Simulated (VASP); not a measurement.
PbO, 4 atoms in the cell. The structure is tetragonal, space group P4/nmm (No. 129). The conventional cell has a = 4.116 Å, b = 4.116 Å, c = 5.050 Å, α = 90.00°, β = 90.00°, γ = 90.00°. Pb (site symmetry 4mm) has 4 O at 2.22 Å within 2.9 Å. O (site symmetry -4m2) has 4 Pb at 2.22 Å within 2.9 Å.  This cell differs from its parent crystal: strained.

- Program: VASP 6.6.1
- Task: single point
- Functional: PBEsol
- Potentials or basis: VASP PAW PBE potentials, release 64 (Pb_d, O)
- Cutoff: 520 eV
- k mesh: 8 × 8 × 6
- Occupations: gaussian, width 0.02 eV
- Spin: no spin polarisation
- Dipole correction: no
- Further INCAR settings: ALGO = Normal; EDIFF = 1e-07; NBANDS = 28

Potentials or basis: VASP PAW PBE potentials, release 64 (Pb_d, O).

Command:

```sh
$ cat potpaw_PBE.64/Pb_d/POTCAR potpaw_PBE.64/O/POTCAR > POTCAR
$ mpirun -np 1 vasp_std > vasp.out
```

Hardware: 1 thread of Intel(R) Xeon(R) 6975P-C (Granite Rapids), with other jobs on the host.

**Question.** Estimate the wall time of this run.

**Answer.** It took 80 s on 1 thread of Intel(R) Xeon(R) 6975P-C (Granite Rapids), on a shared host, peak memory 0.25 GiB. Counts: scf iterations 16, k points 60.
